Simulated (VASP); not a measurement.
# K (Im-3m) in VASP: notebook

Runs on K. Level: PBEsol. Tasks: single point.

Everything below comes from runs of VASP 6.6.1. Logs are shortened: lines on timing, memory, paths and dates and some standing lists are left out, and cuts for length are marked.

**1. The cell of the first run**

It takes space group Im-3m (No. 229, cubic). The conventional cell has a = 4.004 Å, b = 4.004 Å, c = 4.004 Å, α = 90.00°, β = 90.00°, γ = 90.00°. K (site symmetry m-3m) has 14 K at 3.47 to 4.00 Å within 4.6 Å.

**2. Single point, PBEsol (32.10 Å³/atom)**

Contents of POSCAR:

```
K
1.0
   -2.0019844886      2.0019844886      2.0019844886
    2.0019844886     -2.0019844886      2.0019844886
    2.0019844886      2.0019844886     -2.0019844886
K
1
Direct
    0.0000000000      0.0000000000      0.0000000000
```

Contents of INCAR.step1:

```
PREC     = Accurate       # precision mode
ENCUT    = 520            # plane-wave cutoff, eV
EDIFF    = 1E-6           # SCF threshold, eV
ISMEAR   = -1             # smearing method
SIGMA    = 0.05           # smearing width, eV
LREAL    = False          # projectors in reciprocal space
LASPH    = True           # aspherical terms in the spheres
NELM     = 100            # most SCF steps
ALGO     = Normal         # electronic algorithm
ISIF     = 2              # what is computed and relaxed
LWAVE    = False          # write WAVECAR
LCHARG   = True           # write CHGCAR
GGA      = PS             # functional
NBANDS   = 10             # bands
```

Contents of KPOINTS.step1:

```
regular mesh
0
Gamma
  12 12 12
```

Contents of INCAR.step2:

```
PREC     = Accurate       # precision mode
ENCUT    = 520            # plane-wave cutoff, eV
EDIFF    = 1E-6           # SCF threshold, eV
ISMEAR   = -5             # smearing method
SIGMA    = 0.05           # smearing width, eV
LREAL    = False          # projectors in reciprocal space
LASPH    = True           # aspherical terms in the spheres
NELM     = 100            # most SCF steps
ALGO     = Normal         # electronic algorithm
ISIF     = 2              # what is computed and relaxed
LWAVE    = False          # write WAVECAR
LCHARG   = False          # write CHGCAR
GGA      = PS             # functional
LORBIT   = 11             # projections on sites
NEDOS    = 1001           # points of the DOS
ICHARG   = 11             # starting density
```

Contents of KPOINTS.step2:

```
regular mesh
0
Gamma
  18 18 18
```

Potentials or basis: VASP PAW PBE potentials, release 64 (K_sv).

Started as:

```sh
> cat potpaw_PBE.64/K_sv/POTCAR > POTCAR
> cp INCAR.step1 INCAR
> cp KPOINTS.step1 KPOINTS
> mpirun -np 1 vasp_std > vasp.out
> cp INCAR.step2 INCAR
> cp KPOINTS.step2 KPOINTS
> mpirun -np 1 vasp_std > vasp.out
```

OUTCAR:

```text
PREC = Accurate
   ENCUT = 520
   EDIFF = 1E-6
   ISMEAR = -5
   LREAL = False
   LASPH = True
   NELM = 100
   ISIF = 2
   GGA = PS
   LORBIT = 11
   ICHARG = 11

 ion  position               nearest neighbor table
   1  0.000  0.000  0.000-

  LATTYP: Found a body centered cubic cell.
 ALAT       =     4.0039689772

  Lattice vectors:

 A1 = (  -2.0019844886,   2.0019844886,   2.0019844886)
 A2 = (   2.0019844886,  -2.0019844886,   2.0019844886)
 A3 = (   2.0019844886,   2.0019844886,  -2.0019844886)

Analysis of symmetry for initial positions (statically):
=====================================================================
 Subroutine PRICEL returns:
 Original cell was already a primitive cell.

 Routine SETGRP: Setting up the symmetry group for a
 body centered cubic supercell.

 Subroutine GETGRP returns: Found 48 space group operations
 (whereof 48 operations were pure point group operations)
 out of a pool of 48 trial point group operations.

The static configuration has the point symmetry O_h .

Analysis of symmetry for dynamics (positions and initial velocities):
=====================================================================
 Subroutine PRICEL returns:
 Original cell was already a primitive cell.

 Routine SETGRP: Setting up the symmetry group for a
 body centered cubic supercell.

 Subroutine GETGRP returns: Found 48 space group operations
 (whereof 48 operations were pure point group operations)
 out of a pool of 48 trial point group operations.

The dynamic configuration has the point symmetry O_h .

 Subroutine INISYM returns: Found 48 space group operations
 (whereof 48 operations are pure point group operations),
 and found     1 'primitive' translations

----------------------------------------------------------------------------------------

                                     Primitive cell

  volume of cell :      32.0954

  direct lattice vectors                    reciprocal lattice vectors
    -2.001984489  2.001984489  2.001984489     0.000000000  0.249752185  0.249752185
     2.001984489 -2.001984489  2.001984489     0.249752185  0.000000000  0.249752185
     2.001984489  2.001984489 -2.001984489     0.249752185  0.249752185  0.000000000

  length of vectors
     3.467538850  3.467538850  3.467538850     0.353202927  0.353202927  0.353202927

  position of ions in fractional coordinates (direct lattice)
     0.000000000  0.000000000  0.000000000

  ion indices of the primitive-cell ions
   primitive index   ion index
                 1           1

----------------------------------------------------------------------------------------

 KPOINTS: regular mesh

Automatic generation of k-mesh.
 Grid dimensions read from file:
 generate k-points for:   18   18   18

 Generating k-lattice:

  Cartesian coordinates                     Fractional coordinates (reciprocal lattice)
     0.000000000  0.013875121  0.013875121     0.055555556  0.000000000  0.000000000
     0.013875121  0.000000000  0.013875121     0.000000000  0.055555556  0.000000000
     0.013875121  0.013875121  0.000000000     0.000000000  0.000000000  0.055555556

  Length of vectors
     0.019622385  0.019622385  0.019622385

  Shift w.r.t. Gamma in fractional coordinates (k-lattice)
     0.000000000  0.000000000  0.000000000

 TETIRR: Found   6794 inequivalent tetrahedra from    34992

 Subroutine IBZKPT returns following result:
 ===========================================

 Found    195 irreducible k-points:

 Following reciprocal coordinates:
            Coordinates               Weight
  0.000000  0.000000  0.000000      1.000000
  0.055556  0.000000  0.000000     12.000000
  0.111111  0.000000  0.000000     12.000000
  0.166667  0.000000  0.000000     12.000000
  0.222222  0.000000  0.000000     12.000000
  0.277778  0.000000  0.000000     12.000000
[... 16 lines left out ...]
  0.333333  0.111111 -0.000000     48.000000
  0.388889  0.111111  0.000000     48.000000
 [... further k-points ...]
   k-points           NKPTS =    195   k-points in BZ     NKDIM =    195   number of bands    NBANDS=      8
   number of dos      NEDOS =   1001   number of ions     NIONS =      1
   total plane-waves  NPLWV =  21952
   dimension x,y,z NGX =    28 NGY =   28 NGZ =   28
   dimension x,y,z NGXF=    56 NGYF=   56 NGZF=   56
   ions per type =               1
   NGX,Y,Z   is equivalent  to a cutoff of  13.42, 13.42, 13.42 a.u.
   NGXF,Y,Z  is equivalent  to a cutoff of  26.85, 26.85, 26.85 a.u.
 SYSTEM =  unknown system
   PREC   = accura    normal or accurate (medium, high low for compatibility)
   ISTART =      0    job   : 0-new  1-cont  2-samecut
   ICHARG =     11    charge: 1-file 2-atom 10-const
   ISPIN  =      1    spin polarized calculation?
   LNONCOLLINEAR =      F non collinear calculations
   LSORBIT =      F    spin-orbit coupling
   LASPH  =      T    aspherical Exc in radial PAW
   ENCUT  =  520.0 eV  38.22 Ry    6.18 a.u.   6.45  6.45  6.45*2*pi/ulx,y,z
   NELM   =    100;   NELMIN=  2; NELMDL=  0     # of ELM steps
   EDIFF  = 0.1E-05   stopping-criterion for ELM
   LREAL  =      F    real-space projection
   EDIFFG = 0.1E-04   stopping-criterion for IOM
   NSW    =      0    number of steps for IOM
   IBRION =     -1    ionic relax: 0-MD 1-quasi-New 2-CG
   NFREE  =      0    steps in history (QN), initial steepest desc. (CG)
   ISIF   =      2    stress and relaxation
   ISYM   =      2    0-nonsym 1-usesym 2-fastsym
   POTIM  = 0.5000    time-step for ionic-motion
   TEBEG  =    0.0;   TEEND  =   0.0 temperature during run
   PSTRESS=    0.0 pullay stress
   NELECT =       9.0000    total number of electrons
   NUPDOWN=      -1.0000    fix difference up-down
   EMIN   =  10.00;   EMAX   =-10.00  energy-range for DOS
   EFERMI =   0.00;   METHOD = LEGACY
   ISMEAR =    -5;   SIGMA  =   0.05  broadening in eV -4-tet -1-fermi 0-gaus
   EFERMI_NEDOS =   21; number of points for ismear=-14 and -15
   IALGO  =     38    algorithm
   IMIX   =      4    mixing-type and parameters
     AMIX     =   0.40;   BMIX     =  1.00
     AMIX_MAG =   1.60;   BMIX_MAG =  1.00
  volume/ion in A,a.u.               =      32.10       216.59
  Fermi-wavevector in a.u.,A,eV,Ry     =   1.071540  2.024917 15.622175  1.148197
  Thomas-Fermi vector in A             =   2.207283
   LORBIT       =     11    0 simple, 1 ext, 2 COOP (PROOUT), +10 PAW based schemes
   GGA     = PS    functional components
   LHFCALC =     F    Hartree Fock is set to
   AEXX    =    0.0000 exact exchange contribution
   IVDW    =     0    specifies the selected vdW correction
   LEPSILON=     F    determine dielectric tensor
   LRPA    =     F    only Hartree local field effects (RPA)
 non-spin polarized calculation
 Fermi weights with tetrahedron method with Bloechl corrections
  energy-cutoff  :      520.00
  volume of cell :       32.10
 maximum number of plane-waves:       899
 NGX is ok and might be reduce to    28

 number of electron       8.9999999 magnetization

 Free energy of the ion-electron system (eV)
  ---------------------------------------------------
  ext. energy  EPLUGINS =         0.00000000
  ---------------------------------------------------
  free energy    TOTEN  =        -0.31686510 eV

  energy without entropy =       -0.31686510  energy(sigma->0) =       -0.31686510

 E-fermi :   2.6967     XC(G=0):  -8.2731

 val. band max:        2.6873923219   @ k =   0.2222   0.1667   0.1111
 cond. band min:       2.6991247958   @ k =  -0.4444   0.4444   0.1111
 fundamental gap:      0.0117324739
 Fermi energy:         2.6966892063

 k-point     1 :       0.0000    0.0000    0.0000
  band No.  band energies     occupation
      1     -29.4760      2.00000
      2     -12.6078      2.00000
      3     -12.6078      2.00000
      4     -12.6078      2.00000
      5      -0.7347      2.00000
      6       7.3276      0.00000
      7       7.3276      0.00000
      8       7.3276      0.00000

 k-point     2 :       0.0556    0.0000    0.0000
  band No.  band energies     occupation
      1     -29.4717      2.00000
      2     -12.6380      2.00000
      3     -12.6158      2.00000
      4     -12.6082      2.00000
      5      -0.6497      2.00000
      6       7.2440      0.00000
      7       7.2727      0.00000
      8       7.4061      0.00000

 k-point     3 :       0.1111    0.0000    0.0000
  band No.  band energies     occupation
      1     -29.4595      2.00000
      2     -12.7236      2.00000
      3     -12.6387      2.00000
      4     -12.6095      2.00000
      5      -0.4021      2.00000
      6       7.0202      0.00000
      7       7.0488      0.00000
      8       7.6395      0.00000

 k-point     4 :       0.1667    0.0000    0.0000
  band No.  band energies     occupation
      1     -29.4407      2.00000
      2     -12.8511      2.00000
      3     -12.6735      2.00000
      4     -12.6115      2.00000
      5      -0.0131      2.00000
      6       6.6030      0.00000
      7       6.7153      0.00000
      8       8.0217      0.00000

 k-point     5 :       0.2222    0.0000    0.0000
  band No.  band energies     occupation
      1     -29.4176      2.00000
      2     -13.0021      2.00000
      3     -12.7157      2.00000
      4     -12.6139      2.00000
      5       0.4842      2.00000
      6       6.0473      0.00000
      7       6.3877      0.00000
      8       8.5418      0.00000
[... 177 lines left out ...]
 k-point    22 :       0.2778    0.1111   -0.0000
  band No.  band energies     occupation
      1     -29.3630      2.00000
      2     -13.2935      2.00000
      3     -12.8241      2.00000
      4     -12.6536      2.00000
      5       1.8114      2.00056
      6       4.9986      0.00000
      7       5.7058      0.00000
      8       8.7164      0.00000

 k-point    23 :       0.3333    0.1111   -0.0000
  band No.  band energies     occupation
      1     -29.3449      2.00000
      2     -13.3875      2.00000
      3     -12.8659      2.00000
      4     -12.6567      2.00000
      5       2.3143      2.09047
      6       4.6994      0.00000
      7       5.5260      0.00000
      8       8.8682      0.00000

 k-point    24 :       0.3889    0.1111    0.0000
  band No.  band energies     occupation
      1     -29.3331      2.00000
      2     -13.4475      2.00000
      3     -12.8932      2.00000
      4     -12.6587      2.00000
      5       2.6651      1.23865
      6       4.5337      0.00000
      7       5.4114      0.00000
      8       8.9282      0.00000

 [... further k-points ...]

------------------------ aborting loop because EDIFF is reached ----------------------------------------

  FORCE on cell =-STRESS in cart. coord.  units (eV):
  Direction    XX          YY          ZZ          XY          YZ          ZX
  --------------------------------------------------------------------------------------
  -------------------------------------------------------------------------------------
  Total        2.4640847      2.4640847      2.4640847      0.0000000      0.0000000     -0.0000000
  in kB      123.0053778    123.0053778    123.0053778      0.0000000      0.0000000     -0.0000000
  external PRESSURE =     123.0053778 kB  Pullay stress =       0.0000000 kB

 VOLUME and BASIS-vectors are now :
 -----------------------------------------------------------------------------
  energy-cutoff  :      520.00
  volume of cell :       32.10
      direct lattice vectors                 reciprocal lattice vectors
    -2.001984489  2.001984489  2.001984489     0.000000000  0.249752185  0.249752185
     2.001984489 -2.001984489  2.001984489     0.249752185  0.000000000  0.249752185
     2.001984489  2.001984489 -2.001984489     0.249752185  0.249752185  0.000000000

 POSITION                                       TOTAL-FORCE (eV/Angst)
 -----------------------------------------------------------------------------------
      0.00000      0.00000      0.00000        -0.000000      0.000000      0.000000
 -----------------------------------------------------------------------------------
    total drift:                               -0.000000     -0.000000     -0.000000

  FREE ENERGIE OF THE ION-ELECTRON SYSTEM (eV)
  ---------------------------------------------------
  free  energy   TOTEN  =        -0.3168650985 eV

  energy  without entropy=       -0.3168650985  energy(sigma->0) =       -0.31686510

 total charge

# of ion       s       p       d       tot
------------------------------------------
    1        2.023   5.533   0.042   7.598
```

It took 69 s on 1 thread of Intel Xeon 8259CL, shared host; peak memory 0.18 GiB.

What came out:

```yaml
Valence_electrons_inside_the_program's_atomic_spheres: K 7.60
```

Caveat: the PAW data sets were made with another functional, which shifts forces and pressure a little; tetrahedron occupations give inexact forces and stress in metals.

**3. Single point, PBEsol**

This run uses another cell than the first one, of 71.32 Å³/atom.

Contents of POSCAR:

```
K
1.0
   -2.6125014308      2.6125014308      2.6125014308
    2.6125014308     -2.6125014308      2.6125014308
    2.6125014308      2.6125014308     -2.6125014308
K
1
Direct
    0.0000000000      0.0000000000      0.0000000000
```

Contents of INCAR.step1:

```
SYSTEM = K
PREC     = Accurate       ! precision mode
ENCUT    = 520            ! plane-wave cutoff, eV
EDIFF    = 1E-7           ! SCF threshold, eV
ISMEAR   = -1             ! smearing method
SIGMA    = 0.05           ! smearing width, eV
LREAL    = .False.        ! projectors in reciprocal space
LASPH    = .True.         ! aspherical terms in the spheres
NELM     = 80             ! most SCF steps
ALGO     = Normal         ! electronic algorithm
ISIF     = 2              ! what is computed and relaxed
LWAVE    = .False.        ! write WAVECAR
LCHARG   = .True.         ! write CHGCAR
GGA      = PS             ! functional
NBANDS   = 10             ! bands
```

Contents of KPOINTS.step1:

```
regular mesh
0
Gamma
  12 12 12
  0 0 0
```

Contents of INCAR.step2:

```
SYSTEM = K
PREC     = Accurate       ! precision mode
ENCUT    = 520            ! plane-wave cutoff, eV
EDIFF    = 1E-7           ! SCF threshold, eV
ISMEAR   = -5             ! smearing method
SIGMA    = 0.05           ! smearing width, eV
LREAL    = .False.        ! projectors in reciprocal space
LASPH    = .True.         ! aspherical terms in the spheres
NELM     = 80             ! most SCF steps
ALGO     = Normal         ! electronic algorithm
ISIF     = 2              ! what is computed and relaxed
LWAVE    = .False.        ! write WAVECAR
LCHARG   = .False.        ! write CHGCAR
GGA      = PS             ! functional
LORBIT   = 11             ! projections on sites
NBANDS   = 10             ! bands
NEDOS    = 1001           ! points of the DOS
ICHARG   = 11             ! starting density
```

Contents of KPOINTS.step2:

```
regular mesh
0
Gamma
  18 18 18
  0 0 0
```

Potentials or basis: VASP PAW PBE potentials, release 64 (K_sv).

Started as:

```sh
> cat potpaw_PBE.64/K_sv/POTCAR > POTCAR
> cp INCAR.step1 INCAR
> cp KPOINTS.step1 KPOINTS
> mpirun -np 1 vasp_std > vasp.out
> cp INCAR.step2 INCAR
> cp KPOINTS.step2 KPOINTS
> mpirun -np 1 vasp_std > vasp.out
```

Wall time 2.8 min (1 thread of Intel Xeon 8259CL, shared host); peak memory 0.28 GiB.

The run converged. Its results:

- Valence electrons inside the program's atomic spheres: K 7.53

Levels at points of the mesh, in eV from the Fermi level:
```csv
k point,band 1,band 2,band 3,band 4,band 5,band 6,band 7,band 8
"(0.00, 0.00, 0.00)",-31.99,-15.50,-15.50,-15.50,-2.22,4.31,4.31,4.31
"(0.50, 0.00, 0.00)",-31.99,-15.58,-15.53,-15.50,0.42,0.68,3.15,4.92
"(0.50, 0.50, 0.50)",-31.99,-15.56,-15.56,-15.56,1.64,1.64,3.53,3.53
```

Caveat: the PAW data sets were made with another functional, which shifts forces and pressure a little; tetrahedron occupations give inexact forces and stress in metals.
